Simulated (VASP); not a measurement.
# LaAgS2 (P4/nmm) in VASP: further runs, part 2 of 2

VASP 6.6.1.

**3. Relaxation of cell and atoms, PBE**

INCAR

```
SYSTEM = LaAgS2
PREC = Accurate
ENCUT = 600
EDIFF = 1E-7
ISMEAR = 0
SIGMA = 0.05
LREAL = .FALSE.
LASPH = .TRUE.
NELM = 60
ALGO = Normal
ISIF = 3
LWAVE = .FALSE.
LCHARG = .FALSE.
GGA = PE
IBRION = 2
NSW = 60
EDIFFG = -0.01
```

KPOINTS

```
Automatic mesh
0
G
  5 5 2
  0 0 0
```

POSCAR

```
LaAgS2
1.0
    4.1091400000      0.0000000000      0.0000000000
    0.0000000000      4.1091400000      0.0000000000
    0.0000000000      0.0000000000     10.1686830000
Ag La S
2 2 4
Direct
    0.7500000000      0.2500000000      0.0000000000
    0.2500000000      0.7500000000      0.0000000000
    0.2500000000      0.2500000000      0.7651000000
    0.7500000000      0.7500000000      0.2349000000
    0.2500000000      0.2500000000      0.3220000000
    0.7500000000      0.7500000000      0.6780000000
    0.7500000000      0.2500000000      0.5000000000
    0.2500000000      0.7500000000      0.5000000000
```

Potentials or basis: VASP PAW PBE potentials, release 64 (Ag, La, S).

On the command line:

```
$ cat potpaw_PBE.64/Ag/POTCAR potpaw_PBE.64/La/POTCAR potpaw_PBE.64/S/POTCAR > POTCAR
$ mpirun -np 1 vasp_std > vasp.out
```

OUTCAR:

```text
SYSTEM = LaAgS2
   PREC = Accurate
   ENCUT = 600
   EDIFF = 1E-7
   ISMEAR = 0
   LREAL = .FALSE.
   LASPH = .TRUE.
   NELM = 60
   ISIF = 3
   GGA = PE
   IBRION = 2
   NSW = 60
   EDIFFG = -0.01

 ion  position               nearest neighbor table
   1  0.750  0.250  0.000-   2 2.91   2 2.91   2 2.91   2 2.91   4 3.15   4 3.15   3 3.15   3 3.15

   2  0.250  0.750  0.000-   1 2.91   1 2.91   1 2.91   1 2.91   3 3.15   4 3.15   4 3.15   3 3.15

   3  0.250  0.250  0.765-   6 3.04   6 3.04   6 3.04   6 3.04   2 3.15   1 3.15   1 3.15   2 3.15

   4  0.750  0.750  0.235-   5 3.04   5 3.04   5 3.04   5 3.04   2 3.15   2 3.15   1 3.15   1 3.15

   5  0.250  0.250  0.322-   7 2.74   8 2.74   8 2.74   7 2.74   4 3.04   4 3.04   4 3.04   4 3.04

   6  0.750  0.750  0.678-   7 2.74   8 2.74   7 2.74   8 2.74   3 3.04   3 3.04   3 3.04   3 3.04

   7  0.750  0.250  0.500-   5 2.74   6 2.74   6 2.74   5 2.74
   8  0.250  0.750  0.500-   5 2.74   6 2.74   5 2.74   6 2.74

  LATTYP: Found a simple tetragonal cell.
 ALAT       =     4.1091400000
 C/A-ratio  =     2.4746499267

  Lattice vectors:

 A1 = (   4.1091400000,   0.0000000000,   0.0000000000)
 A2 = (   0.0000000000,   4.1091400000,   0.0000000000)
 A3 = (   0.0000000000,   0.0000000000,  10.1686830000)

Analysis of symmetry for initial positions (statically):
=====================================================================
 Subroutine PRICEL returns:
 Original cell was already a primitive cell.

 Routine SETGRP: Setting up the symmetry group for a
 simple tetragonal supercell.

 Subroutine GETGRP returns: Found 16 space group operations
 (whereof  4 operations were pure point group operations)
 out of a pool of 16 trial point group operations.

The static configuration has the point symmetry C_2h.
 The point group associated with its full space group is D_4h.

Analysis of symmetry for dynamics (positions and initial velocities):
=====================================================================
 Subroutine PRICEL returns:
 Original cell was already a primitive cell.

 Routine SETGRP: Setting up the symmetry group for a
 simple tetragonal supercell.

 Subroutine GETGRP returns: Found 16 space group operations
 (whereof  4 operations were pure point group operations)
 out of a pool of 16 trial point group operations.

The dynamic configuration has the point symmetry C_2h.
 The point group associated with its full space group is D_4h.

 Subroutine INISYM returns: Found 16 space group operations
 (whereof  4 operations are pure point group operations),
 and found     1 'primitive' translations

----------------------------------------------------------------------------------------

                                     Primitive cell

  volume of cell :     171.6985

  direct lattice vectors                    reciprocal lattice vectors
     4.109140000  0.000000000  0.000000000     0.243359924  0.000000000  0.000000000
     0.000000000  4.109140000  0.000000000     0.000000000  0.243359924  0.000000000
     0.000000000  0.000000000 10.168683000     0.000000000  0.000000000  0.098341152

  length of vectors
     4.109140000  4.109140000 10.168683000     0.243359924  0.243359924  0.098341152

  position of ions in fractional coordinates (direct lattice)
     0.750000000  0.250000000  0.000000000
     0.250000000  0.750000000  0.000000000
     0.250000000  0.250000000  0.765100000
[... 64 lines left out ...]
   NGXF,Y,Z  is equivalent  to a cutoff of  29.13, 29.13, 27.47 a.u.
 SYSTEM =  LaAgS2
   PREC   = accura    normal or accurate (medium, high low for compatibility)
   ISTART =      0    job   : 0-new  1-cont  2-samecut
   ICHARG =      2    charge: 1-file 2-atom 10-const
   ISPIN  =      1    spin polarized calculation?
   LNONCOLLINEAR =      F non collinear calculations
   LSORBIT =      F    spin-orbit coupling
   LASPH  =      T    aspherical Exc in radial PAW
   ENCUT  =  600.0 eV  44.10 Ry    6.64 a.u.   8.21  8.21 20.31*2*pi/ulx,y,z
   NELM   =     60;   NELMIN=  2; NELMDL= -5     # of ELM steps
   EDIFF  = 0.1E-06   stopping-criterion for ELM
   LREAL  =      F    real-space projection
   EDIFFG = -.1E-01   stopping-criterion for IOM
   NSW    =     60    number of steps for IOM
   IBRION =      2    ionic relax: 0-MD 1-quasi-New 2-CG
   NFREE  =      1    steps in history (QN), initial steepest desc. (CG)
   ISIF   =      3    stress and relaxation
   ISYM   =      2    0-nonsym 1-usesym 2-fastsym
   POTIM  = 0.5000    time-step for ionic-motion
   TEBEG  =    0.0;   TEEND  =   0.0 temperature during run
   PSTRESS=    0.0 pullay stress
   NELECT =      68.0000    total number of electrons
   NUPDOWN=      -1.0000    fix difference up-down
   EMIN   =  10.00;   EMAX   =-10.00  energy-range for DOS
   EFERMI =   0.00;   METHOD = LEGACY
   ISMEAR =     0;   SIGMA  =   0.05  broadening in eV -4-tet -1-fermi 0-gaus
   EFERMI_NEDOS =   21; number of points for ismear=-14 and -15
   IALGO  =     38    algorithm
   IMIX   =      4    mixing-type and parameters
     AMIX     =   0.40;   BMIX     =  1.00
     AMIX_MAG =   1.60;   BMIX_MAG =  1.00
  volume/ion in A,a.u.               =      21.46       144.83
  Fermi-wavevector in a.u.,A,eV,Ry     =   1.202234  2.271892 19.665400  1.445366
  Thomas-Fermi vector in A             =   2.338021
   LORBIT       =      0    0 simple, 1 ext, 2 COOP (PROOUT), +10 PAW based schemes
   GGA     = PE    functional components
   LHFCALC =     F    Hartree Fock is set to
   AEXX    =    0.0000 exact exchange contribution
   IVDW    =     0    specifies the selected vdW correction
   LEPSILON=     F    determine dielectric tensor
   LRPA    =     F    only Hartree local field effects (RPA)
 conjugate gradient relaxation of ions
 non-spin polarized calculation
 Gauss-broadening in eV      SIGMA  =   0.05
  energy-cutoff  :      600.00
  volume of cell :      171.70
 maximum number of plane-waves:      5768
 NGX is ok and might be reduce to    36
   NGX = 17   NGY = 17   NGZ = 41

--------------------------------------- Ionic step        1  -------------------------------------------

 number of electron      67.9999991 magnetization

 Free energy of the ion-electron system (eV)
  ---------------------------------------------------
  ext. energy  EPLUGINS =         0.00000000
  ---------------------------------------------------
  free energy    TOTEN  =       -34.33281298 eV

  energy without entropy =      -34.32894614  energy(sigma->0) =      -34.33087956

------------------------ aborting loop because EDIFF is reached ----------------------------------------

  FORCE on cell =-STRESS in cart. coord.  units (eV):
  Direction    XX          YY          ZZ          XY          YZ          ZX
  --------------------------------------------------------------------------------------
  -------------------------------------------------------------------------------------
  Total        0.2778597      0.2778597      5.0999204     -0.0000000     -0.0000000      0.0000000
  in kB        2.5928036      2.5928036     47.5890899     -0.0000000     -0.0000000      0.0000000
  external PRESSURE =      17.5915657 kB  Pullay stress =       0.0000000 kB
[... 107 lines left out ...]
  FREE ENERGIE OF THE ION-ELECTRON SYSTEM (eV)
  ---------------------------------------------------
  free  energy   TOTEN  =       -39.1103892613 eV

  energy  without entropy=      -39.1020499791  energy(sigma->0) =      -39.10621962

 E-fermi :   7.7543     XC(G=0): -10.5242

 val. band max:        7.4199564947   @ k =   0.4000   0.0000   0.0000
 cond. band min:       7.7791611011   @ k =   0.4000   0.2000   0.5000
 fundamental gap:      0.3592046064
 Fermi energy:         7.7543049993

 k-point     1 :       0.0000    0.0000    0.0000
  band No.  band energies     occupation
      1     -24.3912      2.00000
      2     -24.3735      2.00000
      3     -10.0294      2.00000
      4      -8.6417      2.00000
      5      -7.9675      2.00000
      6      -7.9675      2.00000
[... 505 lines left out ...]
     39      10.3916      0.00000
     40      10.4217      0.00000

[... ionic steps 4 to 21 ...]

--------------------------------------- Ionic step       22  -------------------------------------------

 number of electron      67.9999997 magnetization

------------------------ aborting loop because EDIFF is reached ----------------------------------------
[... 79 lines left out ...]
--------------------------------------- Ionic step       24  -------------------------------------------

 number of electron      67.9999997 magnetization

 Free energy of the ion-electron system (eV)
  ---------------------------------------------------
  ext. energy  EPLUGINS =         0.00000000
  ---------------------------------------------------
  free energy    TOTEN  =       -40.31213812 eV

  energy without entropy =      -40.30926404  energy(sigma->0) =      -40.31070108

 E-fermi :   6.3199     XC(G=0):  -9.9440

 val. band max:        6.2467977893   @ k =   0.2000   0.0000   0.0000
 cond. band min:       6.3201474459   @ k =   0.4000   0.4000   0.5000
 fundamental gap:      0.0733496566
 Fermi energy:         6.3198785738

 k-point     1 :       0.0000    0.0000    0.0000
  band No.  band energies     occupation
      1     -26.0976      2.00000
      2     -26.0931      2.00000
      3     -10.5607      2.00000
      4     -10.0223      2.00000
      5      -9.6655      2.00000
      6      -9.6655      2.00000
[... 540 lines left out ...]
  FREE ENERGIE OF THE ION-ELECTRON SYSTEM (eV)
  ---------------------------------------------------
  free  energy   TOTEN  =       -40.3121381206 eV

  energy  without entropy=      -40.3092640446  energy(sigma->0) =      -40.31070108

 reached required accuracy - stopping structural energy minimisation
```

It took 29 min on 1 thread of Intel Xeon Platinum 8488C (Sapphire Rapids), shared host; peak memory 0.42 GiB.

What came out:

- Free energy: -40.3121 eV
- Relaxed volume: 23.74 Å³/atom
- Relaxed cell: a = 3.957 Å, b = 3.957 Å, c = 12.133 Å, α = 90.00°, β = 90.00°, γ = 90.00°
- Space group after relaxing (to 0.1 Å): P4/nmm (No. 129)
- Energy gained by relaxing: 747.4 meV/atom
- Ionic steps: 24
- Pressure after relaxing: 0.0 GPa
- Largest force after relaxing: 0.010 eV/Å
- Band gap on the k mesh: zero (bands 34 and 35 overlap by 1.48 eV)

Forces in eV/Å, atoms in the order of the input:
```
Ag   0.000  0.000  0.000
Ag   0.000  0.000  0.000
La   0.000  0.000 -0.010
La   0.000  0.000  0.010
S    0.000  0.000 -0.004
S    0.000  0.000  0.004
S    0.000  0.000  0.000
S    0.000  0.000  0.000
```

Step by step:
| step | energy change (eV) | largest force (eV/Å) | pressure (GPa) | volume (Å³) |
| --- | --- | --- | --- | --- |
| 1 | 0.0000 | 2.8766 | 1.76 | 171.70 |
| 2 | -1.6324 | 2.6005 | -0.69 | 177.57 |
| 3 | -4.7776 | 1.3537 | -4.27 | 195.41 |
| 4 | -2.7224 | 1.3320 | -3.48 | 232.09 |
| 5 | -5.4462 | 0.4116 | -5.34 | 209.19 |
| 6 | -5.5758 | 0.3111 | -5.08 | 204.23 |
| 7 | -4.9113 | 2.2530 | 12.12 | 167.58 |
| 8 | -5.9355 | 0.4480 | -0.34 | 189.68 |
| 9 | -5.9361 | 0.4769 | -0.16 | 189.22 |
| 10 | -5.9784 | 0.0581 | 0.04 | 188.70 |
| 11 | -5.9786 | 0.0266 | 0.04 | 188.73 |
| 12 | -5.9786 | 0.0124 | 0.01 | 188.74 |
| 13 | -5.9788 | 0.0100 | 0.01 | 188.84 |
| 14 | -5.9789 | 0.0241 | -0.01 | 189.15 |
| 15 | -5.9789 | 0.0211 | -0.01 | 189.11 |
| 16 | -5.9790 | 0.0159 | 0.03 | 189.10 |
| 17 | -5.9790 | 0.0078 | 0.09 | 189.10 |
| 18 | -5.9791 | 0.0070 | 0.09 | 189.13 |
| 19 | -5.9791 | 0.0063 | 0.08 | 189.22 |
| 20 | -5.9792 | 0.0085 | 0.06 | 189.41 |
| 21 | -5.9793 | 0.0127 | 0.02 | 189.78 |
| 22 | -5.9793 | 0.0136 | -0.01 | 189.96 |
| 23 | -5.9793 | 0.0143 | 0.00 | 189.92 |
| 24 | -5.9793 | 0.0100 | 0.00 | 189.93 |

Final structure:
```cif
data_structure
_symmetry_space_group_name_H-M 'P 1'
_symmetry_Int_Tables_number 1
_cell_length_a 3.9565
_cell_length_b 3.9565
_cell_length_c 12.1331
_cell_angle_alpha 90.000
_cell_angle_beta 90.000
_cell_angle_gamma 90.000
_cell_volume 189.93
loop_
_atom_site_label
_atom_site_type_symbol
_atom_site_fract_x
_atom_site_fract_y
_atom_site_fract_z
_atom_site_occupancy
Ag1 Ag 0.75000 0.25000 0.00000 1
Ag2 Ag 0.25000 0.75000 0.00000 1
La1 La 0.25000 0.25000 0.68373 1
La2 La 0.75000 0.75000 0.31627 1
S1 S 0.25000 0.25000 0.24114 1
S2 S 0.75000 0.75000 0.75886 1
S3 S 0.75000 0.25000 0.50000 1
S4 S 0.25000 0.75000 0.50000 1
```

Caveat: a cell axis changed by over 15 % at a fixed basis, so the end point is rough; spin-orbit coupling is left out, which moves the levels of the heavy elements.

The gap in the log of VASP goes by the Fermi energy; the results here count the filled bands.